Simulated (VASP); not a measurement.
Write the native input for VASP 6.6.1 that does the following.

| Property | Result |
| --- | --- |
| Task | single point |
| Functional | PBE |
| Potentials or basis | VASP PAW PBE potentials, release 64 (Mg, O) |
| Cutoff | 520 eV |
| k mesh | 12 × 12 × 6 |
| Occupations | fermi-dirac, width 0.02 eV |
| Spin | no spin polarisation |
| Dipole correction | no |
| Further INCAR settings | ALGO = Normal; EDIFF = 1e-06; NBANDS = 16 |

The structure of MgO lies in POSCAR:

```
MgO
1.0
    2.9230552965     -0.0819917011      0.0000000000
   -1.5325345443      2.5724359939      0.0000000000
    0.0000000000      0.0000000000      5.0921016473
Mg O
2 2
Direct
    0.0000000000      0.0000000000      0.0000000000
    0.0000000000      0.0000000000      0.5000000000
    0.3331115734      0.6651479499      0.2500000000
    0.6668884266      0.3348520501      0.7500000000
```

This cell differs from its parent crystal: shear xy strain -5.6%.

These files were run (other wordings do the same):

INCAR

```
  PREC = Accurate
  ENCUT = 520
  EDIFF = 1E-6
  ISMEAR = -1
  SIGMA = 0.02
  LREAL = F
  LASPH = T
  NELM = 80
  ALGO = Normal
  ISIF = 2
  LWAVE = F
  LCHARG = T
  GGA = PE
  LELF = T
  LVHAR = T
  NBANDS = 16
```

KPOINTS

```
regular mesh
0
Gamma
  12 12 6
```

Potentials or basis: VASP PAW PBE potentials, release 64 (Mg, O).

The run is started by

```console
$ cat potpaw_PBE.64/Mg/POTCAR potpaw_PBE.64/O/POTCAR > POTCAR
$ mpirun -np 1 vasp_std > vasp.out
```

It gave:

```
Pressure               : 5.4 GPa
Largest force          : 0.023 eV/Å
Band gap on the k mesh : 4.31 eV
```

Caveat: the cell differs from its parent crystal (shear xy strain -5.6%); the cell stands under pressure.

It took 2.4 min on 1 thread of Intel(R) Xeon(R) Platinum 8259CL CPU @ 2.50GHz (Skylake/Cascade Lake), on a shared host, peak memory 0.28 GiB.
